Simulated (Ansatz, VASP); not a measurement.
## One calculation of Os, two programs

Contents of INCAR:

```
PREC     = Accurate       # precision mode
ENCUT    = 560            # plane-wave cutoff, eV
EDIFF    = 1E-6           # SCF threshold, eV
ISMEAR   = 0              # smearing method
SIGMA    = 0.1            # smearing width, eV
LREAL    = F              # projectors in reciprocal space
LASPH    = T              # aspherical terms in the spheres
NELM     = 200            # most SCF steps
ALGO     = Normal         # electronic algorithm
ISIF     = 2              # what is computed and relaxed
LWAVE    = F              # write WAVECAR
LCHARG   = F              # write CHGCAR
ISPIN    = 2              # spin polarisation
MAGMOM   = 1              # initial moments
LORBIT   = 11             # projections on sites
LMAXMIX  = 4              # l up to which the mixer works
GGA      = PE             # functional
NBANDS   = 18             # bands
GGA_COMPAT= F
```

Contents of KPOINTS:

```
regular mesh
0
Gamma
  6 6 8
```

Contents of POSCAR:

```
Os
1.0
    2.6271930395      0.0000000000      0.0000000000
    0.0000000000      2.6271930395      0.0000000000
    0.0000000000      0.0000000000      2.4524314340
Os
1
Direct
    0.0000000000      0.0000000000      0.5000000000
```

Input for Ansatz:

```yaml
crystal:
  lattice:
    - [2.6271930395, 0.0, 0.0]
    - [0.0, 2.6271930395, 0.0]
    - [0.0, 0.0, 2.452431434]
  atoms:
    - { symbol: Os, position: [0.0, 0.0, 0.5], spin: 1.0 }
basis:
  ecutwfc: 420
kpoints:
  mp_grid: { grid: [6, 6, 8] }
hamiltonian:
  xc: pbe
scf:
  occupations: { method: gaussian, width: 0.1 }
  lower_state_search: "off"
output:
  forces: true
  stress: true
  eigenvalues: true
  populations: true
magnetization:
  spin_polarized: true
```

Alike in both runs: task single point; functional PBE; k mesh 6 × 6 × 8; occupations gaussian, width 0.1 eV; collinear spin.

```csv
,VASP,Ansatz
version,VASP 6.6.1,Ansatz 0.2.0
potentials or method,"VASP PAW PBE potentials, release 64 (Os_sv_GW), cutoff 560 eV","scalar-relativistic, plane waves, PAW"
valence electrons in the cell,16,16
```

Ansatz gave:

```
gap on the k mesh at the Fermi level (eV)                     : none
pressure (GPa)                                                : -1.2
traceless stress, the component that is largest in VASP (GPa) : -7.07
net moment per atom (μB)                                      : 0.00
```

Q: Estimate VASP's values.

A: gap on the k mesh at the Fermi level (eV): none; pressure (GPa): -2.4; traceless stress, the component that is largest in VASP (GPa): -6.87; net moment per atom (μB): 0.00.

A gap of «none» marks a metal or a gap that the smearing closes. Ansatz's warnings: seeded moment not kept.

The k mesh is coarse, so the values compare programs but aren't converged. Spin-orbit coupling is off throughout.
